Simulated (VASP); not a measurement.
Write the native input for VASP 6.6.1 that does the following.

```yaml
Task: single point
Functional: LDA
Potentials_or_basis: VASP PAW LDA potentials, release 64 (Pt)
Cutoff: 520 eV
k_mesh: 22 × 22 × 22
Occupations: gaussian, width 0.15 eV
Spin: no spin polarisation
Dipole_correction: no
Further_INCAR_settings: ALGO = Normal; EDIFF = 1e-06; NBANDS = 11
```

The structure of Pt lies in POSCAR:

```
Pt
1.0
    0.0000000000      2.0068075677      1.6672557273
    2.0068075677      0.0000000000      1.6672557273
    2.0068075677      2.0068075677      0.0000000000
Pt
1
Direct
    0.0000000000      0.0000000000      0.0000000000
```

This cell differs from its parent crystal: volume 13.429 Å^3 an atom, c/a of the conventional cell 0.8308.

One way to write it, as run:

INCAR

```
SYSTEM = Pt
ALGO = Normal ; EDIFF = 1E-6
ENCUT = 520 ; GGA = CA
ISIF = 2 ; ISMEAR = 0
LASPH = .TRUE. ; LCHARG = .FALSE.
LREAL = .FALSE. ; LWAVE = .FALSE.
NBANDS = 11 ; NELM = 60
PREC = Accurate ; SIGMA = 0.15
```

KPOINTS

```
k-points
0
G
  22 22 22
  0 0 0
```

Potentials or basis: VASP PAW LDA potentials, release 64 (Pt).

Command:

```console
$ cat potpaw_LDA.64/Pt/POTCAR > POTCAR
$ mpirun -np 1 vasp_std > vasp.out
```

It gave:

The pressure is 41.0 GPa and the band gap on the k mesh is zero (band 5 reaches 14.78 eV, above the bottom of band 6 at 11.48 eV).

Caveat: spin-orbit coupling is left out, which moves the levels of the heavy elements.

It took 51 s on 1 thread of Intel(R) Xeon(R) 6975P-C (Granite Rapids), with other jobs on the host, peak memory 0.23 GiB.
